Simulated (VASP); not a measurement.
# MoS (P6_3/mmc) in VASP: single point with r2SCAN+U

Aim: the single point of MoS with r2SCAN+U.

All numbers are computed with VASP 6.6.1; they aren't measurements. Logs are shortened: lines on timing, memory, paths and dates and some standing lists are left out, and cuts for length are marked.

## (1) The cell of the first run

The structure is hexagonal, space group P6_3/mmc (No. 194). Conventional cell: a = 3.935 Å, b = 3.935 Å, c = 6.857 Å, α = 90.00°, β = 90.00°, γ = 120.00°. Mo (site symmetry -3m) has 6 S at 2.85 Å and 2 Mo at 3.43 Å within 3.7 Å. S (site symmetry -6m2) has 6 Mo at 2.85 Å within 3.7 Å.

## (2) Single point, r2SCAN+U

Input file POSCAR:

```
MoS
1.0
    3.9349172794      0.0000000000      0.0000000000
   -1.9674586397      3.4077383258      0.0000000000
    0.0000000000      0.0000000000      6.8573398117
Mo S
2 2
Direct
    0.0000000000      0.0000000000      0.0000000000
    0.0000000000      0.0000000000      0.5000000000
    0.3333333333      0.6666666667      0.2500000000
    0.6666666667      0.3333333333      0.7500000000
```

Input file INCAR.step1:

```
  ALGO = Normal
  EDIFF = 1E-4
  ENCUT = 520
  GGA = PE
  ISMEAR = 0
  LASPH = True
  LCHARG = False
  LDAU = True
  LDAUJ = 0 0
  LDAUL = 2 -1
  LDAUTYPE = 2
  LDAUU = 4.38 0
  LMAXMIX = 4
  LREAL = False
  LWAVE = True
  NBANDS = 28
  NELM = 150
  PREC = Accurate
  SIGMA = 0.1
```

Input file INCAR.step2:

```
  ALGO = Normal
  EDIFF = 1E-7
  ENCUT = 520
  ISIF = 2
  ISMEAR = 0
  ISTART = 1
  LASPH = True
  LCHARG = False
  LDAU = True
  LDAUJ = 0 0
  LDAUL = 2 -1
  LDAUPRINT = 1
  LDAUTYPE = 2
  LDAUU = 4.38 0
  LMAXMIX = 4
  LMIXTAU = True
  LREAL = False
  LWAVE = False
  METAGGA = R2SCAN
  NBANDS = 28
  NELM = 150
  PREC = Accurate
  SIGMA = 0.1
```

Input file KPOINTS:

```
k-points
0
Gamma
  12 12 6
```

Potentials or basis: VASP PAW PBE potentials, release 64 (Mo_sv, S).

Launch:

```sh
$ cat potpaw_PBE.64/Mo_sv/POTCAR potpaw_PBE.64/S/POTCAR > POTCAR
$ cp INCAR.step1 INCAR
$ mpirun -np 1 vasp_std > vasp.out
$ cp INCAR.step2 INCAR
$ mpirun -np 1 vasp_std > vasp.out
```

OUTCAR:

```text
EDIFF = 1E-7
   ENCUT = 520
   ISIF = 2
   ISMEAR = 0
   ISTART = 1
   LASPH = True
   LREAL = False
   METAGGA = R2SCAN
   NELM = 150
   PREC = Accurate

 ion  position               nearest neighbor table
   1  0.000  0.000  0.000-   3 2.85   4 2.85   4 2.85   3 2.85   4 2.85   3 2.85   2 3.43   2 3.43

   2  0.000  0.000  0.500-   3 2.85   4 2.85   4 2.85   3 2.85   4 2.85   3 2.85   1 3.43   1 3.43

   3  0.333  0.667  0.250-   1 2.85   2 2.85   1 2.85   2 2.85   1 2.85   2 2.85
   4  0.667  0.333  0.750-   1 2.85   2 2.85   1 2.85   2 2.85   1 2.85   2 2.85

  LATTYP: Found a hexagonal cell.
 ALAT       =     3.9349172794
 C/A-ratio  =     1.7426896996

  Lattice vectors:

 A1 = (   3.9349172794,   0.0000000000,   0.0000000000)
 A2 = (  -1.9674586397,   3.4077383258,   0.0000000000)
 A3 = (   0.0000000000,   0.0000000000,   6.8573398117)

Analysis of symmetry for initial positions (statically):
=====================================================================
 Subroutine PRICEL returns:
 Original cell was already a primitive cell.

 Routine SETGRP: Setting up the symmetry group for a
 hexagonal supercell.

 Subroutine GETGRP returns: Found 24 space group operations
 (whereof 12 operations were pure point group operations)
 out of a pool of 24 trial point group operations.

The static configuration has the point symmetry D_3d.
 The point group associated with its full space group is D_6h.

Analysis of symmetry for dynamics (positions and initial velocities):
=====================================================================
 Subroutine PRICEL returns:
 Original cell was already a primitive cell.

 Routine SETGRP: Setting up the symmetry group for a
 hexagonal supercell.

 Subroutine GETGRP returns: Found 24 space group operations
 (whereof 12 operations were pure point group operations)
 out of a pool of 24 trial point group operations.

The dynamic configuration has the point symmetry D_3d.
 The point group associated with its full space group is D_6h.

 Subroutine INISYM returns: Found 24 space group operations
 (whereof 12 operations are pure point group operations),
 and found     1 'primitive' translations

----------------------------------------------------------------------------------------

                                     Primitive cell

  volume of cell :      91.9512

  direct lattice vectors                    reciprocal lattice vectors
     3.934917279  0.000000000  0.000000000     0.254134948  0.146724881  0.000000000
    -1.967458640  3.407738326  0.000000000     0.000000000  0.293449762  0.000000000
     0.000000000  0.000000000  6.857339812     0.000000000  0.000000000  0.145829145

  length of vectors
     3.934917279  3.934917279  6.857339812     0.293449762  0.293449762  0.145829145

  position of ions in fractional coordinates (direct lattice)
     0.000000000  0.000000000  0.000000000
     0.000000000  0.000000000  0.500000000
     0.333333333  0.666666667  0.250000000
     0.666666667  0.333333333  0.750000000

  ion indices of the primitive-cell ions
   primitive index   ion index
                 1           1
                 2           2
                 3           3
[... 101 lines left out ...]
   J (eV)           for each species LDAUJ =   0.0  0.0
   METAGGA = R2SCAN    functional components
   LHFCALC =     F    Hartree Fock is set to
   AEXX    =    0.0000 exact exchange contribution
   IVDW    =     0    specifies the selected vdW correction
   LEPSILON=     F    determine dielectric tensor
   LRPA    =     F    only Hartree local field effects (RPA)
 non-spin polarized calculation
 Gauss-broadening in eV      SIGMA  =   0.10
  energy-cutoff  :      520.00
  volume of cell :       91.95
 maximum number of plane-waves:      2527
 NGX is ok and might be reduce to    30
   NGX = 15   NGY = 15   NGZ = 25

atom =   1  type =  1  l = 2

 onsite density matrix

spin component  1

  0.4443 -0.0000 -0.0000  0.3557 -0.0000
 -0.0000  0.4721  0.0000  0.0000  0.3557
 -0.0000  0.0000  0.0636 -0.0000  0.0000
  0.3557  0.0000 -0.0000  0.4721 -0.0000
 -0.0000  0.3557  0.0000 -0.0000  0.4443

spin component  2

  0.4443 -0.0000 -0.0000  0.3557 -0.0000
 -0.0000  0.4721  0.0000  0.0000  0.3557
 -0.0000  0.0000  0.0636 -0.0000  0.0000
  0.3557  0.0000 -0.0000  0.4721 -0.0000
 -0.0000  0.3557  0.0000 -0.0000  0.4443

 occupancies and eigenvectors

  o =  0.0636  v =  0.0000  0.0000  1.0000  0.0000 -0.0000  0.0000  0.0000  0.0000  0.0000  0.0000      0.0000  0.0000  0.0000  0.0000  0.0000  0.0000  0.0000  0.0000  0.0000  0.0000
  o =  0.0636  v =  0.0000  0.0000  0.0000  0.0000  0.0000  0.0000  0.0000  1.0000  0.0000 -0.0000      0.0000  0.0000  0.0000  0.0000  0.0000  0.0000  0.0000  0.0000  0.0000  0.0000
  o =  0.1022  v =  0.0000  0.0000  0.0000  0.0000  0.0000 -0.7208  0.0000 -0.0000  0.6932 -0.0000      0.0000  0.0000  0.0000  0.0000  0.0000  0.0000  0.0000  0.0000  0.0000  0.0000
  o =  0.1022  v = -0.7208  0.0000 -0.0000  0.6932 -0.0000  0.0000  0.0000  0.0000  0.0000  0.0000      0.0000  0.0000  0.0000  0.0000  0.0000  0.0000  0.0000  0.0000  0.0000  0.0000
  o =  0.1022  v =  0.0000  0.6932 -0.0000  0.0000 -0.7208  0.0000  0.0000  0.0000  0.0000  0.0000      0.0000  0.0000  0.0000  0.0000  0.0000  0.0000  0.0000  0.0000  0.0000  0.0000
  o =  0.1022  v =  0.0000  0.0000  0.0000  0.0000  0.0000  0.0000  0.6932 -0.0000  0.0000 -0.7208      0.0000  0.0000  0.0000  0.0000  0.0000  0.0000  0.0000  0.0000  0.0000  0.0000
  o =  0.8142  v =  0.6932  0.0000 -0.0000  0.7208 -0.0000  0.0000  0.0000  0.0000  0.0000  0.0000      0.0000  0.0000  0.0000  0.0000  0.0000  0.0000  0.0000  0.0000  0.0000  0.0000
  o =  0.8142  v =  0.0000  0.0000  0.0000  0.0000  0.0000  0.6932  0.0000 -0.0000  0.7208 -0.0000      0.0000  0.0000  0.0000  0.0000  0.0000  0.0000  0.0000  0.0000  0.0000  0.0000
  o =  0.8142  v =  0.0000  0.7208  0.0000  0.0000  0.6932  0.0000  0.0000  0.0000  0.0000  0.0000      0.0000  0.0000  0.0000  0.0000  0.0000  0.0000  0.0000  0.0000  0.0000  0.0000
  o =  0.8142  v =  0.0000  0.0000  0.0000  0.0000  0.0000  0.0000  0.7208  0.0000  0.0000  0.6932      0.0000  0.0000  0.0000  0.0000  0.0000  0.0000  0.0000  0.0000  0.0000  0.0000

atom =   2  type =  1  l = 2

 onsite density matrix

spin component  1

  0.4443  0.0000 -0.0000 -0.3557 -0.0000
  0.0000  0.4721 -0.0000  0.0000 -0.3557
 -0.0000 -0.0000  0.0636  0.0000  0.0000
 -0.3557  0.0000  0.0000  0.4721 -0.0000
 -0.0000 -0.3557  0.0000 -0.0000  0.4443

spin component  2

  0.4443  0.0000 -0.0000 -0.3557 -0.0000
  0.0000  0.4721 -0.0000  0.0000 -0.3557
 -0.0000 -0.0000  0.0636  0.0000  0.0000
 -0.3557  0.0000  0.0000  0.4721 -0.0000
 -0.0000 -0.3557  0.0000 -0.0000  0.4443

 occupancies and eigenvectors

  o =  0.0636  v =  0.0000 -0.0000  1.0000  0.0000 -0.0000  0.0000  0.0000  0.0000  0.0000  0.0000      0.0000  0.0000  0.0000  0.0000  0.0000  0.0000  0.0000  0.0000  0.0000  0.0000
  o =  0.0636  v =  0.0000  0.0000  0.0000  0.0000  0.0000  0.0000 -0.0000  1.0000  0.0000 -0.0000      0.0000  0.0000  0.0000  0.0000  0.0000  0.0000  0.0000  0.0000  0.0000  0.0000
  o =  0.1022  v =  0.0000  0.0000  0.0000  0.0000  0.0000 -0.7208  0.0000 -0.0000 -0.6932 -0.0000      0.0000  0.0000  0.0000  0.0000  0.0000  0.0000  0.0000  0.0000  0.0000  0.0000
  o =  0.1022  v = -0.7208  0.0000 -0.0000 -0.6932 -0.0000  0.0000  0.0000  0.0000  0.0000  0.0000      0.0000  0.0000  0.0000  0.0000  0.0000  0.0000  0.0000  0.0000  0.0000  0.0000
  o =  0.1022  v =  0.0000  0.6932  0.0000  0.0000  0.7208  0.0000  0.0000  0.0000  0.0000  0.0000      0.0000  0.0000  0.0000  0.0000  0.0000  0.0000  0.0000  0.0000  0.0000  0.0000
  o =  0.1022  v =  0.0000  0.0000  0.0000  0.0000  0.0000  0.0000  0.6932  0.0000  0.0000  0.7208      0.0000  0.0000  0.0000  0.0000  0.0000  0.0000  0.0000  0.0000  0.0000  0.0000
  o =  0.8142  v = -0.6932  0.0000  0.0000  0.7208  0.0000  0.0000  0.0000  0.0000  0.0000  0.0000      0.0000  0.0000  0.0000  0.0000  0.0000  0.0000  0.0000  0.0000  0.0000  0.0000
  o =  0.8142  v =  0.0000  0.0000  0.0000  0.0000  0.0000 -0.6932  0.0000  0.0000  0.7208  0.0000      0.0000  0.0000  0.0000  0.0000  0.0000  0.0000  0.0000  0.0000  0.0000  0.0000
  o =  0.8142  v =  0.0000 -0.7208  0.0000  0.0000  0.6932  0.0000  0.0000  0.0000  0.0000  0.0000      0.0000  0.0000  0.0000  0.0000  0.0000  0.0000  0.0000  0.0000  0.0000  0.0000
  o =  0.8142  v =  0.0000  0.0000  0.0000  0.0000  0.0000  0.0000 -0.7208  0.0000  0.0000  0.6932      0.0000  0.0000  0.0000  0.0000  0.0000  0.0000  0.0000  0.0000  0.0000  0.0000

 number of electron      39.9999998 magnetization

 Free energy of the ion-electron system (eV)
  ---------------------------------------------------
  ext. energy  EPLUGINS =         0.00000000
  ---------------------------------------------------
  free energy    TOTEN  =       -57.41642882 eV

  energy without entropy =      -57.41030569  energy(sigma->0) =      -57.41336725

 E-fermi :   5.6360     XC(G=0): -10.6330

 val. band max:        5.6007316766   @ k =   0.0833   0.0833   0.0000
 cond. band min:       5.6553165049   @ k =   0.3333   0.3333   0.5000
 fundamental gap:      0.0545848284
 Fermi energy:         5.6360261984

 k-point     1 :       0.0000    0.0000    0.0000
  band No.  band energies     occupation
      1     -57.1416      2.00000
      2     -57.1352      2.00000
      3     -30.8880      2.00000
      4     -30.7865      2.00000
      5     -30.2792      2.00000
      6     -30.2792      2.00000
[... 733 lines left out ...]
     27       9.9151      0.00000
     28      11.2515      0.00000

 [... further k-points ...]

------------------------ aborting loop because EDIFF is reached ----------------------------------------

  FORCE on cell =-STRESS in cart. coord.  units (eV):
  Direction    XX          YY          ZZ          XY          YZ          ZX
  --------------------------------------------------------------------------------------
  -------------------------------------------------------------------------------------
  Total       -9.3590823     -9.3590823     -9.9172292      0.0000000     -0.0000000     -0.0000000
  in kB     -163.0746042   -163.0746042   -172.7998721      0.0000000     -0.0000000     -0.0000000
  external PRESSURE =    -166.3163602 kB  Pullay stress =       0.0000000 kB

 VOLUME and BASIS-vectors are now :
 -----------------------------------------------------------------------------
  energy-cutoff  :      520.00
  volume of cell :       91.95
      direct lattice vectors                 reciprocal lattice vectors
     3.934917279  0.000000000  0.000000000     0.254134948  0.146724881  0.000000000
    -1.967458640  3.407738326  0.000000000     0.000000000  0.293449762  0.000000000
     0.000000000  0.000000000  6.857339812     0.000000000  0.000000000  0.145829145

 POSITION                                       TOTAL-FORCE (eV/Angst)
 -----------------------------------------------------------------------------------
      0.00000      0.00000      0.00000        -0.000000      0.000000     -0.000000
      0.00000      0.00000      3.42867        -0.000000      0.000000     -0.000000
     -0.00000      2.27183      1.71433         0.000000     -0.000000      0.000000
      1.96746      1.13591      5.14300        -0.000000      0.000000     -0.000000
 -----------------------------------------------------------------------------------
    total drift:                               -0.000000      0.000000      0.000000

  FREE ENERGIE OF THE ION-ELECTRON SYSTEM (eV)
  ---------------------------------------------------
  free  energy   TOTEN  =       -57.4164288210 eV

  energy  without entropy=      -57.4103056874  energy(sigma->0) =      -57.41336725
```

Wall time 28 min (1 thread of Intel Xeon 8259CL, shared host); peak memory 0.34 GiB.

Results:

- Free energy: -57.4164 eV
- Pressure: -16.6 GPa
- Band gap on the k mesh: zero (bands 20 and 21 overlap by 0.34 eV)

Levels at points of the mesh, in eV from the Fermi level:
```tsv
k point	band 17	band 18	band 19	band 20	band 21	band 22	band 23	band 24
(0.00, 0.00, 0.00)	-1.74	-1.74	-1.02	-1.02	-0.32	1.60	1.60	1.83
(0.50, 0.00, 0.00)	-1.72	-1.42	-0.64	-0.11	1.43	2.32	2.78	2.80
(0.00, 0.00, 0.50)	-1.38	-1.38	-1.38	-1.38	1.02	1.02	2.95	2.95
(0.50, 0.00, 0.50)	-1.42	-1.42	-0.26	-0.26	2.01	2.01	2.97	2.97
```

Eigenvalues of the final occupation matrices:
```csv
site,spin,trace,eigenvalues
site 1 d,1,1.90,0.06 0.10 0.10 0.81 0.81
site 1 d,2,1.90,0.06 0.10 0.10 0.81 0.81
site 2 d,1,1.90,0.06 0.10 0.10 0.81 0.81
site 2 d,2,1.90,0.06 0.10 0.10 0.81 0.81
```

Caveat: the cell stands under tension; the PAW data sets were made with another functional, which shifts forces and pressure a little; U without spin polarisation on a metal has little footing.

The gap in the log of VASP goes by the Fermi energy; the results here count the filled bands.